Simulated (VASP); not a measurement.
**Sn4HO8 (a cell with a defect): single point with PBE**

Sn4HO8 (a cell with a defect):

```
Sn O H
1.0
     0.00000    4.82719   -3.23815
     0.00000   -4.82719   -3.23815
    -4.82719    0.00000    3.23815
Sn O H
4 8 1
Direct
  0.26518 0.75324 0.51842
  0.73482 0.24676 0.48158
  0.00000 0.00000 0.00000
  0.50000 0.50000 0.00000
  0.56747 0.77523 0.84270
  0.04402 0.32097 0.86499
  0.95598 0.67903 0.13501
  0.43253 0.22477 0.15730
  0.46246 0.18840 0.66079
  0.97238 0.69832 0.66079
  0.53754 0.81160 0.33921
  0.02762 0.30168 0.33921
  0.00000 0.50000 0.00000
```

```json
{"Program": "VASP 6.6.1", "Task": "single point", "Functional": "PBE", "Potentials or basis": "VASP PAW PBE potentials, release 64 (Sn_d, O, H)", "Cutoff": "520 eV", "k mesh": "3 × 3 × 3", "Occupations": "gaussian, width 0.02 eV", "Spin": "no spin polarisation"}
```

```json
{
  "Largest force": "0.023 eV/Å"
}
```

Forces on the atoms (eV/Å):
```
Sn   0.000  0.009  0.000
Sn   0.000 -0.009  0.000
Sn   0.000  0.000  0.000
Sn   0.000  0.000  0.000
O    0.004 -0.016  0.000
O   -0.004  0.007  0.000
O    0.004 -0.007  0.000
O   -0.004  0.016  0.000
O   -0.010 -0.008 -0.019
O   -0.010 -0.008  0.019
O    0.010  0.008  0.019
O    0.010  0.008 -0.019
H    0.000  0.000  0.000
```

Levels at points of the mesh, in eV from the Fermi level:
```tsv
k point	band 50	band 51	band 52	band 53	band 54	band 55
(0.00, 0.00, 0.00)	-0.26	-0.26	-0.25	0.88	4.39	4.56
```

It took 5.3 min on 1 thread of AMD EPYC 7R13, on a shared host, peak memory 0.33 GiB.

Caveat: the k points lie up to 0.45 Å⁻¹ apart; the cell carries a net charge on a neutralising background, which shifts energy and pressure; the cell is charged against a uniform background, so pressure and absolute levels hang on convention; spin-orbit coupling is left out, which moves the levels of the heavy elements.
